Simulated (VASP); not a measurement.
# ZrC (Fm-3m) in VASP: notebook, part 2 of 2

VASP 6.6.1. The steps go on from the part before.

## Step 5: Single point, r2SCAN+D4 (12.48 Å³/atom)

This run uses another cell than the first one, of 12.48 Å³/atom.

Contents of POSCAR:

```
ZrC
1.0
    0.0000000000      2.3198639343      2.3198639343
    2.3198639343      0.0000000000      2.3198639343
    2.3198639343      2.3198639343      0.0000000000
Zr C
1 1
Direct
    0.5000000000      0.5000000000      0.5000000000
    0.0000000000      0.0000000000      0.0000000000
```

Contents of INCAR.step1:

```
PREC = Accurate ; ENCUT = 660
ISMEAR = 0 ; SIGMA = 0.05
LREAL = F ; LASPH = T
NELM = 120 ; NBANDS = 15
GGA = PE ; ALGO = Normal
EDIFF = 1E-5 ; LWAVE = T
LCHARG = F ; GGA_COMPAT = F
```

Contents of INCAR.step2:

```
PREC = Accurate ; ENCUT = 660
EDIFF = 1E-6 ; ISMEAR = 0
SIGMA = 0.05 ; LREAL = F
LASPH = T ; NELM = 120
ALGO = Normal ; ISIF = 2
LWAVE = F ; LCHARG = T
METAGGA = R2SCAN ; LMIXTAU = T
IVDW = 13 ; VDW_S6 = 1.0
VDW_S8 = 0.6018749 ; VDW_A1 = 0.51559235
VDW_A2 = 5.77342911 ; LELF = T
LVHAR = T ; NBANDS = 15
ISTART = 1 ; GGA_COMPAT = F
```

Contents of KPOINTS:

```
regular mesh
0
Gamma
  8 8 8
```

Potentials or basis: VASP PAW PBE potentials, release 64 (Zr_sv, C).

Command:

```
> cat potpaw_PBE.64/Zr_sv/POTCAR potpaw_PBE.64/C/POTCAR > POTCAR
> cp INCAR.step1 INCAR
> mpirun -np 1 vasp_std > vasp.out
> cp INCAR.step2 INCAR
> mpirun -np 1 vasp_std > vasp.out
```

OUTCAR:

```text
PREC = Accurate
   ENCUT = 660
   EDIFF = 1E-6
   ISMEAR = 0
   LREAL = F
   LASPH = T
   NELM = 120
   ISIF = 2
   METAGGA = R2SCAN
   IVDW = 13
   ISTART = 1

 ion  position               nearest neighbor table
   1  0.500  0.500  0.500-   2 2.32   2 2.32   2 2.32   2 2.32   2 2.32   2 2.32
   2  0.000  0.000  0.000-   1 2.32   1 2.32   1 2.32   1 2.32   1 2.32   1 2.32

  LATTYP: Found a face centered cubic cell.
 ALAT       =     4.6397278686

  Lattice vectors:

 A1 = (   0.0000000000,   2.3198639343,   2.3198639343)
 A2 = (   2.3198639343,   0.0000000000,   2.3198639343)
 A3 = (   2.3198639343,   2.3198639343,   0.0000000000)

Analysis of symmetry for initial positions (statically):
=====================================================================
 Subroutine PRICEL returns:
 Original cell was already a primitive cell.

 Routine SETGRP: Setting up the symmetry group for a
 face centered cubic supercell.

 Subroutine GETGRP returns: Found 48 space group operations
 (whereof 48 operations were pure point group operations)
 out of a pool of 48 trial point group operations.

The static configuration has the point symmetry O_h .

Analysis of symmetry for dynamics (positions and initial velocities):
=====================================================================
 Subroutine PRICEL returns:
 Original cell was already a primitive cell.

 Routine SETGRP: Setting up the symmetry group for a
 face centered cubic supercell.

 Subroutine GETGRP returns: Found 48 space group operations
 (whereof 48 operations were pure point group operations)
 out of a pool of 48 trial point group operations.

The dynamic configuration has the point symmetry O_h .

 Subroutine INISYM returns: Found 48 space group operations
 (whereof 48 operations are pure point group operations),
 and found     1 'primitive' translations

----------------------------------------------------------------------------------------

                                     Primitive cell

[... 120 lines left out ...]
   LRPA    =     F    only Hartree local field effects (RPA)
 non-spin polarized calculation
 Gauss-broadening in eV      SIGMA  =   0.05
  energy-cutoff  :      660.00
  volume of cell :       24.97
 maximum number of plane-waves:       982
   NGX = 13   NGY = 13   NGZ = 13

 number of electron      16.0000000 magnetization

 Free energy of the ion-electron system (eV)
  ---------------------------------------------------
  ext. energy  EPLUGINS =         0.00000000
  ---------------------------------------------------
  free energy    TOTEN  =       -34.68022624 eV

  energy without entropy =      -34.67955954  energy(sigma->0) =      -34.67989289

 E-fermi :  10.0416     XC(G=0): -13.1579

 val. band max:       10.0415527091   @ k =   0.1250   0.1250   0.0000
 cond. band min:      10.1523268685   @ k =   0.5000   0.5000   0.0000
 fundamental gap:      0.1107741595
 Fermi energy:        10.0415608681

 k-point     1 :       0.0000    0.0000    0.0000
  band No.  band energies     occupation
      1     -39.5652      2.00000
      2     -16.5384      2.00000
      3     -16.5384      2.00000
      4     -16.5384      2.00000
      5      -2.0742      2.00000
      6      11.0329      0.00000
      7      11.0329      0.00000
      8      11.0329      0.00000
      9      11.4336      0.00000
     10      11.4336      0.00000
     11      11.4336      0.00000
     12      13.1872      0.00000
     13      13.1872      0.00000
     14      18.5174      0.00000
[... 401 lines left out ...]
      2     -17.4002      2.00000
      3     -16.8875      2.00000
      4     -16.7141      2.00000
      5       0.4430      2.00000
      6       5.5869      2.00000
      7       7.3971      2.00000
      8       7.4448      2.00000
      9      13.8788      0.00000
     10      14.3742      0.00000
     11      15.9679      0.00000
     12      18.9538      0.00000
     13      19.7450      0.00000
     14      21.2869      0.00000
     15      25.0929      0.00000

 [... further k-points ...]

------------------------ aborting loop because EDIFF is reached ----------------------------------------

  DFT-D4 for vdW energy calculation

  Edisp (eV):   -0.18654

  FORCE on cell =-STRESS in cart. coord.  units (eV):
  Direction    XX          YY          ZZ          XY          YZ          ZX
  --------------------------------------------------------------------------------------
  -------------------------------------------------------------------------------------
  Total       1.62535     1.62535     1.62535     0.00000     0.00000    -0.00000
  in kB     104.28930   104.28930   104.28930     0.00000     0.00000    -0.00000
  external pressure =      104.29 kB  Pullay stress =        0.00 kB

 VOLUME and BASIS-vectors are now :
 -----------------------------------------------------------------------------
  energy-cutoff  :      660.00
  volume of cell :       24.97
      direct lattice vectors                 reciprocal lattice vectors
     0.000000000  2.319863934  2.319863934    -0.215529882  0.215529882  0.215529882
     2.319863934  0.000000000  2.319863934     0.215529882 -0.215529882  0.215529882
     2.319863934  2.319863934  0.000000000     0.215529882  0.215529882 -0.215529882

 POSITION                                       TOTAL-FORCE (eV/Angst)
 -----------------------------------------------------------------------------------
      2.31986      2.31986      2.31986         0.000000     -0.000000      0.000000
      0.00000      0.00000      0.00000        -0.000000      0.000000     -0.000000
 -----------------------------------------------------------------------------------
    total drift:                                0.000000      0.000000      0.000000

  FREE ENERGIE OF THE ION-ELECTRON SYSTEM (eV)
  ---------------------------------------------------
  free  energy   TOTEN  =       -34.8667615118 eV

  energy  without entropy=      -34.8660948172  energy(sigma->0) =      -34.86642816
```

OUTCAR.step1:

```text
PREC = Accurate
   ENCUT = 660
   ISMEAR = 0
   LREAL = F
   LASPH = T
[... 652 lines left out ...]
 -----------------------------------------------------------------------------------
      2.31986      2.31986      2.31986        -0.000000     -0.000000      0.000000
      0.00000      0.00000      0.00000         0.000000      0.000000     -0.000000
 -----------------------------------------------------------------------------------
    total drift:                                0.000000      0.000000      0.000000

  FREE ENERGIE OF THE ION-ELECTRON SYSTEM (eV)
  ---------------------------------------------------
  free  energy   TOTEN  =       -19.4224634897 eV

  energy  without entropy=      -19.4216497753  energy(sigma->0) =      -19.42205663
```

Run time: 66 s. Hardware: 1 thread of Intel Xeon Platinum 8259CL at 2.50GHz (Skylake/Cascade Lake), shared host; peak memory 0.17 GiB.

Results:

- Free energy: -34.8668 eV
- Pressure: 10.4 GPa
- Band gap on the k mesh: zero (bands 8 and 9 overlap by 1.34 eV)
- Dispersion energy per atom: -0.093 eV

Caveat: the cell stands under pressure; the PAW data sets were made with another functional, which shifts forces and pressure a little.

## Step 6: The runs side by side

```tsv
level	cell	cutoff (eV)	gap on the mesh (eV)	pressure (GPa)
PBEsol	a = 3.323 Å, angles 60.0°, 2 atoms	600	none	-4.2
PBEsol	a = 3.345 Å, angles 60.0°, 2 atoms	600	none	-8.3
revPBE	a = 3.386 Å, angles 60.0°, 2 atoms	600	none	-7.7
r2SCAN+D4	a = 3.281 Å, angles 60.0°, 2 atoms	660	none	10.4
```

Alike in all rows: task single point; potentials or basis VASP PAW PBE potentials, release 64 (Zr_sv, C); no spin polarisation; k mesh 8 × 8 × 8; smearing gaussian 0.05 eV.

Caveats: the PAW data sets were made with another functional, which shifts forces and pressure a little; the cell stands under tension (at least some runs); the cell stands under pressure (at least some runs).

Total energies depend on the potentials used, so only differences within one code and one set of settings carry meaning.
